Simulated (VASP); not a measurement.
A run of VASP 6.6.1:

The input INCAR:

```
  ALGO = Normal
  EDIFF = 1E-6
  ENCUT = 520
  GGA = PE
  ISIF = 2
  ISMEAR = 0
  LASPH = True
  LCHARG = False
  LREAL = False
  LWAVE = False
  NBANDS = 15
  NELM = 100
  PREC = Accurate
  SIGMA = 0.01
```

Contents of KPOINTS:

```
k-points
0
Gamma
  4 4 4
```

Contents of POSCAR:

```
KI
1.0
    0.0000000000      3.9157697207      3.9157697207
    3.9157697207      0.0000000000      3.9157697207
    3.9157697207      3.9157697207      0.0000000000
K I
1 1
Direct
    0.0000000000      0.0000000000      0.0000000000
    0.2500000000      0.2500000000      0.2500000000
```

Potentials or basis: VASP PAW PBE potentials, release 64 (K_sv, I).

The run is started by

```sh
$ cat potpaw_PBE.64/K_sv/POTCAR potpaw_PBE.64/I/POTCAR > POTCAR
$ mpirun -np 1 vasp_std > vasp.out
```

Hardware: 1 thread of AMD EPYC 9R45 96-Core Processor (Zen 5), with other jobs on the host.

Q: How long does it take, and how much memory?

A: Wall time 10 s on 1 thread of AMD EPYC 9R45 96-Core Processor (Zen 5) (shared host), peak memory 0.21 GiB. Counts: scf iterations 13, k points 8.
